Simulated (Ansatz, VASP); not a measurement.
# BaTe: VASP beside Ansatz

```
Ba Te
1.0
     0.00000    3.49706    3.49706
     3.49706    0.00000    3.49706
     3.49706    3.49706    0.00000
Ba Te
1 1
Cartesian
  0.0000 0.0000 0.0000
  3.4971 3.4971 3.4971
```

Change from the starting cell: hydrostatic strain -1.0%.

Alike in both runs: task single point; functional PBE; k mesh 6 × 6 × 6; occupations fermi-dirac, width 0.02 eV; no spin polarisation.

|  | VASP | Ansatz |
| --- | --- | --- |
| version | VASP 6.6.1 | Ansatz 0.2.0 |
| potentials or method | VASP PAW PBE potentials, release 64 (Ba_sv, Te) | plane waves, PAW |
| plane-wave cutoff (eV) | 520 | 420 |
| valence electrons in the cell | 16 | 26 |

|  | VASP | Ansatz | Ansatz less VASP |
| --- | --- | --- | --- |
| gap on the k mesh at the Fermi level (eV) | 1.51 | 1.60 | +0.083 |
| pressure (GPa) | 1.3 | 0.9 | -0.33 |

VASP's potentials hold 16 valence electrons a cell and Ansatz's 26, so a difference there can come from the potentials and not from the codes.

Spin-orbit coupling is off throughout.
